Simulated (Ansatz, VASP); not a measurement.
## Two plane-wave programs on Pt

The input INCAR:

```
PREC = Accurate
ENCUT = 500
EDIFF = 1E-6
ISMEAR = -1
SIGMA = 0.1
LREAL = F
LASPH = T
NELM = 120
ALGO = Normal
ISIF = 2
LWAVE = F
LCHARG = F
GGA = PS
NBANDS = 11
GGA_COMPAT = F
```

Contents of KPOINTS:

```
regular mesh
0
Gamma
  7 7 7
```

File POSCAR:

```
Pt
1.0
   -1.5598302423      1.5598302423      1.5598302423
    1.5598302423     -1.5598302423      1.5598302423
    1.5598302423      1.5598302423     -1.5598302423
Pt
1
Direct
    0.0000000000      0.0000000000      0.0000000000
```

Input for Ansatz:

```yaml
crystal:
  lattice:
    - [-1.5598302422658121, 1.5598302422658115, 1.559830242265812]
    - [1.5598302422658121, -1.5598302422658115, 1.5598302422658124]
    - [1.5598302422658121, 1.559830242265812, -1.559830242265812]
  atoms:
    - { symbol: Pt, position: [3.6184854525054166e-35, -9.361451109326392e-34, -8.111270835850045e-34] }
basis:
  ecutwfc: 450.0
kpoints:
  mp_grid:
    grid: [7, 7, 7]
hamiltonian:
  xc: pbesol
scf:
  occupations:
    method: fermi_dirac
output:
  forces: true
  stress: true
```

Alike in both runs: task single point; functional PBEsol; k mesh 7 × 7 × 7; no spin polarisation.

```csv
,VASP,Ansatz
version,VASP 6.6.1,Ansatz 0.2.0
potentials or method,"VASP PAW PBE potentials, release 64 (Pt), cutoff 500 eV","plane waves, PAW"
occupations,"fermi-dirac, width 0.1 eV",fermi-dirac
valence electrons in the cell,10,18
```

|  | VASP | Ansatz | Ansatz less VASP |
| --- | --- | --- | --- |
| pressure (GPa) | -0.6 | -0.3 | +0.38 |

VASP's potentials were made for PBE, not for PBEsol. VASP's potentials hold 10 valence electrons a cell and Ansatz's 18, so a difference there can come from the potentials and not from the codes.

The k mesh is coarse, so the values compare programs but aren't converged. Spin-orbit coupling is off throughout.
